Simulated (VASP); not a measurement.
**Ag: relaxation of cell and atoms with r2SCAN**

Crystal: Ag.

```
Ag
1.0
     0.00000    2.81000    2.81000
     2.81000    0.00000    2.81000
     2.81000    2.81000    0.00000
Ag
2
Direct
  0.00000 0.00000 0.00000
  0.25000 0.25000 0.25000
```

```
Program                : VASP 6.6.1
Task                   : relaxation of cell and atoms
Functional             : r2SCAN
Potentials or basis    : VASP PAW PBE potentials, release 64 (Ag)
Cutoff                 : 600 eV
k mesh                 : 8 × 8 × 8
Occupations            : fermi-dirac, width 0.1 eV
Spin                   : no spin polarisation
Target pressure        : 45 GPa
Dipole correction      : no
Further INCAR settings : ALGO = Normal; EDIFF = 1e-07; IBRION = 2; EDIFFG = -0.02; NSW = 80; ISIF = 3
```

```json
{
  "Relaxed volume": "19.14 Å³/atom",
  "Relaxed cell": "a = 3.783 Å, b = 3.783 Å, c = 3.783 Å, α = 60.00°, β = 60.00°, γ = 60.00°",
  "Space group after relaxing (to 0.05 Å)": "Fd-3m (No. 227)",
  "Energy change on relaxing (the enthalpy is what falls)": "+574.1 meV/atom",
  "Ionic steps": "5",
  "Pressure after relaxing": "45.0 GPa",
  "Band gap on the k mesh": "zero (band 11 reaches 8.15 eV, above the bottom of band 12 at 6.63 eV)"
}
```

The path:
| step | energy change (eV) | largest force (eV/Å) | pressure (GPa) | volume (Å³) |
| --- | --- | --- | --- | --- |
| 1 | 0.0000 | 0.0000 | 18.70 | 44.38 |
| 2 | 11.9210 | 0.0000 | 282.15 | 24.85 |
| 3 | 0.8823 | 0.0000 | 39.15 | 39.30 |
| 4 | 1.0414 | 0.0000 | 42.68 | 38.68 |
| 5 | 1.1483 | 0.0000 | 45.03 | 38.29 |

Final structure:
```xyz
2
Lattice="0.0000 2.6751 2.6751 2.6751 0.0000 2.6751 2.6751 2.6751 0.0000" Properties=species:S:1:pos:R:3 pbc="T T T"
Ag    0.0000    0.0000    0.0000
Ag    1.3376    1.3376    1.3376
```

Levels at points of the mesh, in eV from the Fermi level:
```csv
k point,band 8,band 9,band 10,band 11,band 12,band 13,band 14,band 15
"(0.00, 0.00, 0.00)",-4.23,-4.23,-2.87,-2.87,12.36,12.36,12.36,12.67
"(0.50, 0.00, 0.00)",-3.90,-3.03,-3.03,-1.85,-0.47,8.66,8.66,10.51
"(0.50, 0.50, 0.00)",-4.68,-2.81,-2.81,0.44,0.44,4.05,4.05,9.51
```

It took 2.5 min on 1 thread of Intel(R) Xeon(R) 6975P-C (Granite Rapids), with other jobs on the host, peak memory 0.21 GiB.

Caveat: the cell is relaxed towards a set pressure, so the enthalpy falls and the energy may rise; the PAW data sets were made with another functional, which shifts forces and pressure a little.
